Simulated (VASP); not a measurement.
Wanted: the native input for a VASP 6.6.1 run.

```yaml
Task: single point
Functional: PBE
Potentials_or_basis: VASP PAW PBE potentials, release 64 (Re_sv_GW)
Cutoff: 410 eV
k_mesh: 9 × 9 × 5
Occupations: fermi-dirac, width 0.05 eV
Spin: no spin polarisation
Dipole_correction: no
Further_INCAR_settings: ALGO = Normal; EDIFF = 1e-06; NBANDS = 22
```

The structure of Re lies in POSCAR:

```
Re
1.0
    2.7653363785      0.0000000000      0.0000000000
   -1.3826681893      2.3948515538      0.0000000000
    0.0000000000      0.0000000000      4.4735766300
Re
2
Direct
    0.2793125848      0.6252550383      0.2499999648
    0.7206874804      0.6247451946      0.7499998944
```

These files were run (other wordings do the same):

INCAR

```
  ALGO = Normal
  EDIFF = 1E-6
  ENCUT = 410
  GGA = PE
  GGA_COMPAT = F
  ISIF = 2
  ISMEAR = -1
  LASPH = T
  LCHARG = F
  LREAL = F
  LWAVE = F
  NBANDS = 22
  NELM = 120
  PREC = Accurate
  SIGMA = 0.05
```

KPOINTS

```
k-points
0
Gamma
  9 9 5
```

Potentials or basis: VASP PAW PBE potentials, release 64 (Re_sv_GW).

Command:

```sh
$ cat potpaw_PBE.64/Re_sv_GW/POTCAR > POTCAR
$ mpirun -np 1 vasp_std > vasp.out
```

It gave:

```json
{"Pressure": "11.8 GPa", "Largest force": "0.049 eV/Å", "Band gap on the k mesh": "zero (bands 15 and 16 overlap by 3.65 eV)"}
```

Caveat: the stress differs along the axes, from -10 to 26 GPa; spin-orbit coupling is left out, which moves the levels of the heavy elements.

It took 21 s on 1 thread of Intel(R) Xeon(R) 6975P-C (Granite Rapids) (shared host), peak memory 0.16 GiB.
